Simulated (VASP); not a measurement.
# Lu: single point with LDA

Crystal: Lu.

```
Lu
1.0
     0.00000    2.27574    2.27574
     2.27574    0.00000    2.27574
     2.27574    2.27574    0.00000
Lu
1
Cartesian
  0.0000 0.0000 0.0000
```

This cell differs from its parent crystal: volume scaled by 0.92.

* Program: VASP 6.6.1
* Task: single point
* Functional: LDA
* Potentials or basis: VASP PAW PBE potentials, release 64 (Lu)
* Cutoff: 520 eV
* k mesh: 13 × 13 × 13
* Occupations: fermi-dirac, width 0.1 eV
* Spin: no spin polarisation
* Dipole correction: no
* Further INCAR settings: ALGO = Normal; EDIFF = 1e-07; NBANDS = 18

```yaml
Pressure: 5.4 GPa
```

Levels at points of the mesh, in eV from the Fermi level:
| k point | band 9 | band 10 | band 11 | band 12 | band 13 | band 14 | band 15 | band 16 |
| --- | --- | --- | --- | --- | --- | --- | --- | --- |
| (0.00, 0.00, 0.00) | -4.75 | -4.61 | -4.61 | -4.61 | 2.34 | 2.34 | 2.34 | 5.34 |

It took 16 s on 1 thread of AMD EPYC 9R45 96-Core Processor (Zen 5), on a shared host, peak memory 0.13 GiB.

Caveat: the PAW data sets were made with another functional, which shifts forces and pressure a little; spin-orbit coupling is left out, which moves the levels of the heavy elements.
